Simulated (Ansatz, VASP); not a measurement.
# HfN: VASP beside Ansatz

```
Hf N
1.0
     0.00000    2.44717    2.44717
     2.44717    0.00000    2.44717
     2.44717    2.44717    0.00000
Hf N
1 1
Direct
  0.00000 0.00000 0.00000
  0.25000 0.25000 0.25000
```

Alike in both runs: functional BLYP; dispersion D3(BJ); k mesh 10 × 10 × 10; occupations fermi-dirac, width 0.15 eV; no spin polarisation.

Ansatz relaxed the structure, and its values are those at the end. VASP's run is a single point on that final structure, the one shown.

|  | VASP | Ansatz |
| --- | --- | --- |
| version | VASP 6.6.1 | Ansatz 0.2.0 |
| potentials or method | VASP PAW PBE potentials, release 64 (Hf_pv, N) | plane waves, PAW |
| plane-wave cutoff (eV) | 600 | 420 |
| valence electrons in the cell | 15 | 31 |

```csv
,VASP,Ansatz,Ansatz less VASP
pressure (GPa),-0.6,0.0,+0.59
```

VASP's potentials were made for PBE, not for BLYP. VASP's potentials hold 15 valence electrons a cell and Ansatz's 31, so a difference there can come from the potentials and not from the codes. Ansatz's warnings: stress scf threshold loose.

Neither program's run includes spin-orbit coupling.
